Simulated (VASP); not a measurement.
# AlN (F-43m) in VASP: further runs, part 2 of 2

VASP 6.6.1.

### 3 Elastic constants, LDA

This run uses another cell than the first one, of 9.88 Å³/atom, 1.028 times its volume.

File INCAR:

```
SYSTEM = AlN
  PREC = Accurate
  ENCUT = 600
  EDIFF = 1E-8
  ISMEAR = 0
  SIGMA = 0.01
  LREAL = .FALSE.
  LASPH = .TRUE.
  NELM = 60
  ALGO = Normal
  ISIF = 3
  LWAVE = .FALSE.
  LCHARG = .FALSE.
  IBRION = 6
  NFREE = 2
  POTIM = 0.015
  NSW = 1
```

File KPOINTS:

```
Automatic mesh
0
G
  10 10 10
  0 0 0
```

File POSCAR:

```
AlN
1.0
    0.0000000000      2.1455757932      2.1455757932
    2.1455757932      0.0000000000      2.1455757932
    2.1455757932      2.1455757932      0.0000000000
Al N
1 1
Direct
    0.0000000000      0.0000000000      0.0000000000
    0.7500000000      0.7500000000      0.7500000000
```

Potentials or basis: VASP PAW LDA potentials, release 64 (Al, N).

Started as:

```sh
> cat potpaw_LDA.64/Al/POTCAR potpaw_LDA.64/N/POTCAR > POTCAR
> mpirun -np 1 vasp_std > vasp.out
```

OUTCAR:

```text
SYSTEM = AlN
   PREC = Accurate
   ENCUT = 600
   EDIFF = 1E-8
   ISMEAR = 0
   LREAL = .FALSE.
   LASPH = .TRUE.
   NELM = 60
   ISIF = 3
   IBRION = 6
   NFREE = 2
   POTIM = 0.015
   NSW = 1

 ion  position               nearest neighbor table
   1  0.000  0.000  0.000-   2 1.86   2 1.86   2 1.86   2 1.86
   2  0.750  0.750  0.750-   1 1.86   1 1.86   1 1.86   1 1.86

  LATTYP: Found a face centered cubic cell.
 ALAT       =     4.2911515864

  Lattice vectors:

 A1 = (   0.0000000000,   2.1455757932,   2.1455757932)
 A2 = (   2.1455757932,   0.0000000000,   2.1455757932)
 A3 = (   2.1455757932,   2.1455757932,   0.0000000000)

Analysis of symmetry for initial positions (statically):
=====================================================================
 Subroutine PRICEL returns:
 Original cell was already a primitive cell.

 Routine SETGRP: Setting up the symmetry group for a
 face centered cubic supercell.

 Subroutine GETGRP returns: Found 24 space group operations
 (whereof 24 operations were pure point group operations)
 out of a pool of 48 trial point group operations.

The static configuration has the point symmetry T_d .

Analysis of symmetry for dynamics (positions and initial velocities):
=====================================================================
 Subroutine PRICEL returns:
 Original cell was already a primitive cell.

 Routine SETGRP: Setting up the symmetry group for a
 face centered cubic supercell.

 Subroutine GETGRP returns: Found 24 space group operations
 (whereof 24 operations were pure point group operations)
 out of a pool of 48 trial point group operations.

The dynamic configuration has the point symmetry T_d .

 Subroutine INISYM returns: Found 24 space group operations
 (whereof 24 operations are pure point group operations),
 and found     1 'primitive' translations

----------------------------------------------------------------------------------------

                                     Primitive cell

  volume of cell :      19.7543

  direct lattice vectors                    reciprocal lattice vectors
     0.000000000  2.145575793  2.145575793    -0.233037678  0.233037678  0.233037678
     2.145575793  0.000000000  2.145575793     0.233037678 -0.233037678  0.233037678
     2.145575793  2.145575793  0.000000000     0.233037678  0.233037678 -0.233037678

  length of vectors
     3.034302386  3.034302386  3.034302386     0.403633098  0.403633098  0.403633098

  position of ions in fractional coordinates (direct lattice)
     0.000000000  0.000000000  0.000000000
     0.750000000  0.750000000  0.750000000
[... 231 lines left out ...]

[... ionic steps 4 to 14 ...]

--------------------------------------- Ionic step       15  -------------------------------------------

 number of electron       7.9999999 magnetization

------------------------ aborting loop because EDIFF is reached ----------------------------------------
[... 67 lines left out ...]
--------------------------------------- Ionic step       17  -------------------------------------------

 number of electron       7.9999999 magnetization

 Free energy of the ion-electron system (eV)
  ---------------------------------------------------
  ext. energy  EPLUGINS =         0.00000000
  ---------------------------------------------------
  free energy    TOTEN  =       -16.35326399 eV

  energy without entropy =      -16.35326399  energy(sigma->0) =      -16.35326399

 E-fermi :   6.3984     XC(G=0): -11.5002

 val. band max:        6.2626880718   @ k =   0.0000   0.0000   0.0000
 cond. band min:       9.4673511793   @ k =   0.5000   0.5000   0.0000
 fundamental gap:      3.2046631075
 Fermi energy:         6.3984430835

 k-point     1 :       0.0000    0.0000    0.0000
  band No.  band energies     occupation
      1      -8.9180      2.00000
      2       6.1821      2.00000
      3       6.2228      2.00000
      4       6.2627      2.00000
      5      10.9399      0.00000
      6      19.0823      0.00000
      7      19.0870      0.00000
      8      19.0908      0.00000
[... 243 lines left out ...]
 k-point    24 :       0.4000    0.3000    0.0000
  band No.  band energies     occupation
      1      -6.7008      2.00000
      2       1.9536      2.00000
      3       4.4320      2.00000
      4       4.7598      2.00000
      5      11.1639      0.00000
      6      15.9032      0.00000
      7      18.9804      0.00000
      8      21.1675      0.00000

 [... further k-points ...]
[... 5 lines left out ...]
  --------------------------------------------------------------------------------------
  -------------------------------------------------------------------------------------
  Total        1.0713806      1.0782363      1.0782363      0.0000000     -0.1765522      0.0000000
  in kB       86.8945960     87.4506353     87.4506353      0.0000000    -14.3193139      0.0000000
  external PRESSURE =      87.2652888 kB  Pullay stress =       0.0000000 kB
[... 17 lines left out ...]
  FREE ENERGIE OF THE ION-ELECTRON SYSTEM (eV)
  ---------------------------------------------------
  free  energy   TOTEN  =       -16.3532639920 eV

  energy  without entropy=      -16.3532639920  energy(sigma->0) =      -16.35326399

 INTERNAL STRAIN TENSORS FROM STRAINED CELLS
 ============================================

 INTERNAL STRAIN TENSOR FOR ION    1 for displacements in x,y,z  (eV/Angst):
          X           Y           Z          XY          YZ          ZX
  --------------------------------------------------------------------------------
  x     0.00000    -0.00000     0.00000     0.00000   -11.78449    -0.00000
  y    -0.00000    -0.00000     0.00000     0.00000     0.00000   -11.78401
  z    -0.00000    -0.00000     0.00000   -11.78354     0.00000     0.00000

 INTERNAL STRAIN TENSORS FROM DISPLACED ATOMS
 ============================================

 INTERNAL STRAIN TENSOR FOR ION    1 for displacements in x,y,z  (eV/Angst):
          X           Y           Z          XY          YZ          ZX
  --------------------------------------------------------------------------------
  x     0.00000     0.00000     0.00000     0.00000   -11.78558     0.00000
  y     0.00000    -0.00000     0.00000     0.00000     0.00000   -11.78558
  z     0.00000     0.00000     0.00000   -11.78558     0.00000     0.00000

 INTERNAL STRAIN TENSOR FOR ION    2 for displacements in x,y,z  (eV/Angst):
          X           Y           Z          XY          YZ          ZX
  --------------------------------------------------------------------------------
  x     0.00000     0.00000     0.00000     0.00000    11.76942     0.00000
  y     0.00000     0.00000     0.00000     0.00000     0.00000    11.76942
  z     0.00000     0.00000     0.00000    11.76942     0.00000     0.00000

 Eigenvectors and eigenvalues of the dynamical matrix
 ----------------------------------------------------

   1 f  =   21.140873 THz   132.832021 2PiTHz  705.183609 cm-1    87.431585 meV
             X         Y         Z           dx          dy          dz
      0.000000  0.000000  0.000000     0.000000    0.567497   -0.140351
      3.218364  3.218364  3.218364     0.000000   -0.787596    0.194785
[... 21 lines left out ...]
   6 f/i=    0.002531 THz     0.015902 2PiTHz    0.084422 cm-1     0.010467 meV
             X         Y         Z           dx          dy          dz
      0.000000  0.000000  0.000000     0.290170    0.716949    0.245018
      3.218364  3.218364  3.218364     0.209080    0.516593    0.176546

--------------------------------------------------------------------------------------------------------

 ELASTIC MODULI CONTR FROM IONIC RELAXATION (kBar)
 Direction    XX          YY          ZZ          XY          YZ          ZX
 --------------------------------------------------------------------------------
 XX          -0.0000     -0.0000     -0.0000     -0.0000      0.0000     -0.0000
 YY          -0.0000     -0.0000     -0.0000     -0.0000     -0.0000     -0.0000
 ZZ          -0.0000     -0.0000     -0.0000      0.0000     -0.0000     -0.0000
 XY          -0.0000     -0.0000      0.0000   -667.3476      0.0000      0.0000
 YZ           0.0000     -0.0000     -0.0000      0.0000   -667.3476      0.0000
 ZX          -0.0000     -0.0000     -0.0000      0.0000      0.0000   -667.3476
 --------------------------------------------------------------------------------

 TOTAL ELASTIC MODULI (kBar)
 Direction    XX          YY          ZZ          XY          YZ          ZX
 --------------------------------------------------------------------------------
 XX        3205.8484   1928.5357   1928.5357     -0.0000      0.0000     -0.0000
 YY        1928.5357   3205.8484   1928.5357     -0.0000     -0.0000     -0.0000
 ZZ        1928.5357   1928.5357   3205.8484     -0.0000     -0.0000     -0.0000
 XY          -0.0000     -0.0000     -0.0000   1944.7845      0.0000      0.0000
 YZ           0.0000     -0.0000     -0.0000      0.0000   1944.7845     -0.0000
 ZX          -0.0000     -0.0000     -0.0000      0.0000     -0.0000   1944.7845
 --------------------------------------------------------------------------------
```

OSZICAR:

```text
N       E                     dE             d eps       ncg     rms          rms(c)
DAV:   1     0.962213261582E+01    0.96221E+01   -0.44742E+03   800   0.953E+02
DAV:   2    -0.186228906289E+02   -0.28245E+02   -0.27304E+02  1056   0.137E+02
DAV:   3    -0.190035866339E+02   -0.38070E+00   -0.38070E+00   872   0.204E+01
[... 169 lines left out ...]
DAV:   3    -0.163532591365E+02    0.10174E-02   -0.39032E-03  3304   0.561E-01    0.342E-02
DAV:   4    -0.163532700936E+02   -0.10957E-04   -0.20915E-04  3120   0.147E-01    0.249E-02
DAV:   5    -0.163532644403E+02    0.56533E-05   -0.86555E-06  3672   0.277E-02    0.687E-03
DAV:   6    -0.163532639930E+02    0.44726E-06   -0.20767E-06  3120   0.134E-02    0.380E-03
DAV:   7    -0.163532639920E+02    0.99720E-09   -0.83915E-08  3272   0.312E-03
  17 F= -.16353264E+02 E0= -.16353264E+02  d E =-.516960E-85
```

stdout:

```text
POSCAR found type information on POSCAR AlN
 POSCAR found :  2 types and       2 ions
 scaLAPACK will be used
 LDA part: xc-table for (Slater(with rela. corr.)+CA(PZ))
 , standard interpolation
 POSCAR, INCAR and KPOINTS ok, starting setup
 FFT: planning ... GRIDC
 FFT: planning ... GRID_SOFT
 FFT: planning ... GRID
 WAVECAR not read
 entering main loop
 Found     2 degrees of freedom:
 Adding 6 more for cell shape distortion
 Finite differences POTIM= 0.01500 DOF=   8
 bond charge predicted
 Finite differences progress:
 bond charge predicted
 Finite differences progress:
 bond charge predicted
 Finite differences progress:
 bond charge predicted
 Finite differences progress:
 bond charge predicted
 Finite differences progress:
 bond charge predicted
 Finite differences progress:
 bond charge predicted
 Finite differences progress:
 bond charge predicted
 Finite differences progress:
 bond charge predicted
 Finite differences progress:
 bond charge predicted
 Finite differences progress:
 bond charge predicted
 Finite differences progress:
 bond charge predicted
 Finite differences progress:
 bond charge predicted
 Finite differences progress:
 bond charge predicted
 Finite differences progress:
 bond charge predicted
 Finite differences progress:
 bond charge predicted
 Finite differences progress:
```

It took 89 s on 1 thread of Intel Xeon 6975P-C (Granite Rapids), shared host; peak memory 0.23 GiB.

What came out:

* Elastic constants C11, C12, C44: 321, 193, 194 GPa
* Voigt bulk modulus: 235 GPa
* Highest phonon frequency at Γ, LO-TO splitting left out: 705 cm⁻¹

Phonon frequencies in cm⁻¹ (negative: imaginary):
```
              q point        frequencies
(0.000, 0.000, 0.000)  0 0 0 705 705 705
```

Elastic tensor in Voigt notation (GPa, in the Cartesian axes of the cell as first typed):
```
321 193 193   0   0   0
193 321 193   0   0   0
193 193 321   0   0   0
  0   0   0 194   0   0
  0   0   0   0 194   0
  0   0   0   0   0 194
```

Clamped-ion elastic tensor (GPa):
```
321 193 193   0   0   0
193 321 193   0   0   0
193 193 321   0   0   0
  0   0   0 261   0   0
  0   0   0   0 261   0
  0   0   0   0   0 261
```

Caveat: the cell is under stress, which shifts elastic constants.

### 4 Vibrations by perturbation theory, LDA

This run uses another cell than the first one, of 10.14 Å³/atom, 1.055 times its volume.

File INCAR:

```
  PREC = Accurate
  ENCUT = 520
  EDIFF = 1E-8
  ISMEAR = 0
  SIGMA = 0.01
  LREAL = F
  LASPH = T
  NELM = 100
  ALGO = Normal
  ISIF = 2
  LWAVE = F
  LCHARG = F
  NBANDS = 11
  IBRION = 8
  NSW = 1
  LEPSILON = T
```

File KPOINTS:

```
regular mesh
0
Gamma
  10 10 10
```

File POSCAR:

```
AlN
1.0
    0.0000000000      2.1643823157      2.1643823157
    2.1643823157      0.0000000000      2.1643823157
    2.1643823157      2.1643823157      0.0000000000
Al N
1 1
Direct
    0.0000000000      0.0000000000      0.0000000000
    0.7500000000      0.7500000000      0.7500000000
```

Potentials or basis: VASP PAW LDA potentials, release 64 (Al, N).

Started as:

```sh
> cat potpaw_LDA.64/Al/POTCAR potpaw_LDA.64/N/POTCAR > POTCAR
> mpirun -np 1 vasp_std > vasp.out
```

OUTCAR:

```text
PREC = Accurate
   ENCUT = 520
   EDIFF = 1E-8
   ISMEAR = 0
   LREAL = F
   LASPH = T
   NELM = 100
   ISIF = 2
   IBRION = 8
   NSW = 1
   LEPSILON = T

 ion  position               nearest neighbor table
   1  0.000  0.000  0.000-   2 1.87   2 1.87   2 1.87   2 1.87
   2  0.750  0.750  0.750-   1 1.87   1 1.87   1 1.87   1 1.87

  LATTYP: Found a face centered cubic cell.
 ALAT       =     4.3287646314

  Lattice vectors:

 A1 = (   0.0000000000,   2.1643823157,   2.1643823157)
 A2 = (   2.1643823157,   0.0000000000,   2.1643823157)
 A3 = (   2.1643823157,   2.1643823157,   0.0000000000)

Analysis of symmetry for initial positions (statically):
=====================================================================
 Subroutine PRICEL returns:
 Original cell was already a primitive cell.
[... 635 lines left out ...]
  z     0.00000     0.00000     0.00000    10.19084     0.00000     0.00000

 SECOND DERIVATIVES (NOT SYMMETRIZED)
 ------------------------------------
               1X          1Y          1Z          2X          2Y          2Z
  1X   -15.654080    0.000000   -0.000000   15.654080   -0.000000    0.000000
  1Y     0.000000  -15.654080    0.000000   -0.000000   15.654080   -0.000000
  1Z    -0.000000    0.000000  -15.654080    0.000000   -0.000000   15.654080
  2X    15.651386    0.000000   -0.000000  -15.651386   -0.000000    0.000000
  2Y     0.000000   15.651386    0.000000   -0.000000  -15.651386   -0.000000
  2Z    -0.000000    0.000000   15.651386    0.000000   -0.000000  -15.651386

 Eigenvectors and eigenvalues of the dynamical matrix
 ----------------------------------------------------

   1 f  =   20.371730 THz   127.999358 2PiTHz  679.527784 cm-1    84.250670 meV
             X         Y         Z           dx          dy          dz
      0.000000  0.000000  0.000000    -0.584531    0.000000    0.000000
      3.246573  3.246573  3.246573     0.811371    0.000000    0.000000
[... 21 lines left out ...]
   6 f/i=    0.000832 THz     0.005225 2PiTHz    0.027739 cm-1     0.003439 meV
             X         Y         Z           dx          dy          dz
      0.000000  0.000000  0.000000    -0.573726    0.542910    0.185500
      3.246573  3.246573  3.246573    -0.413326    0.391125    0.133638

--------------------------------------------------------------------------------------------------------

 MACROSCOPIC STATIC DIELECTRIC TENSOR IONIC CONTRIBUTION
 ------------------------------------------------------
           3.645575    -0.000000    -0.000000
          -0.000000     3.645575    -0.000000
          -0.000000    -0.000000     3.645575
 ------------------------------------------------------

 ELASTIC MODULI CONTR FROM IONIC RELAXATION (kBar)
 Direction    XX          YY          ZZ          XY          YZ          ZX
 --------------------------------------------------------------------------------
 XX          -0.0000     -0.0000     -0.0000      0.0000      0.0000      0.0000
 YY          -0.0000     -0.0000     -0.0000      0.0000      0.0000     -0.0000
 ZZ          -0.0000     -0.0000     -0.0000     -0.0000      0.0000      0.0000
 XY           0.0000      0.0000     -0.0000   -494.4200      0.0000      0.0000
 YZ           0.0000      0.0000      0.0000      0.0000   -494.4200      0.0000
 ZX           0.0000     -0.0000      0.0000      0.0000      0.0000   -494.4200
 --------------------------------------------------------------------------------

 PIEZOELECTRIC TENSOR IONIC CONTR  for field in x, y, z        (C/m^2)
          XX          YY          ZZ          XY          YZ          ZX
  --------------------------------------------------------------------------------
  x     0.00000     0.00000     0.00000     0.00000    -1.26329     0.00000
  y     0.00000    -0.00000     0.00000     0.00000     0.00000    -1.26329
  z     0.00000     0.00000    -0.00000    -1.26329     0.00000     0.00000
```

OSZICAR:

```text
N       E                     dE             d eps       ncg     rms          rms(c)
DAV:   1     0.991753623744E+01    0.99175E+01   -0.38533E+03  1050   0.606E+02
DAV:   2    -0.181536963592E+02   -0.28071E+02   -0.27140E+02  1232   0.131E+02
DAV:   3    -0.189580511885E+02   -0.80435E+00   -0.80331E+00  1269   0.205E+01
DAV:   4    -0.189614850967E+02   -0.34339E-02   -0.34337E-02  1190   0.161E+00
[... 135 lines left out ...]
RMM:   7    -0.235053453755E+00   -0.35783E-06   -0.58028E-08  6519   0.522E-04    0.651E-05
RMM:   8    -0.235052212661E+00    0.12411E-05   -0.18373E-09  6587   0.831E-05    0.262E-05
RMM:   9    -0.235052194161E+00    0.18500E-07    0.12283E-09  6741   0.215E-05    0.224E-06
RMM:  10    -0.235052232603E+00   -0.38442E-07    0.76034E-10  6577   0.563E-06    0.993E-07
RMM:  11    -0.235052230630E+00    0.19736E-08    0.14960E-09  5164   0.406E-06    0.682E-08
 Linear response finished
```

It took 59 s on 1 thread of Intel Xeon 6975P-C (Granite Rapids), shared host; peak memory 0.21 GiB.

What came out:

```yaml
Electronic_dielectric_tensor_diagonal: 4.53
Born_charges_mean_of_the_diagonal: Al +2.53; N -2.53 e
Highest_phonon_frequency_at_Γ_LO-TO_splitting_left_out: 680 cm⁻¹
```

Phonon frequencies in cm⁻¹ (negative: imaginary):
```csv
q point,frequencies
"(0.000, 0.000, 0.000)",0 0 0 680 680 680
```

Electronic dielectric tensor:
```
4.53 0.00 0.00
0.00 4.53 0.00
0.00 0.00 4.53
```

Born effective charge tensors (e):
atom 1, Al
```
2.53 0.00 0.00
0.00 2.53 0.00
0.00 0.00 2.53
```
atom 2, N
```
-2.53  0.00  0.00
 0.00 -2.53  0.00
 0.00  0.00 -2.53
```

Caveat: the cell wasn't relaxed at this level first, which shifts response properties.
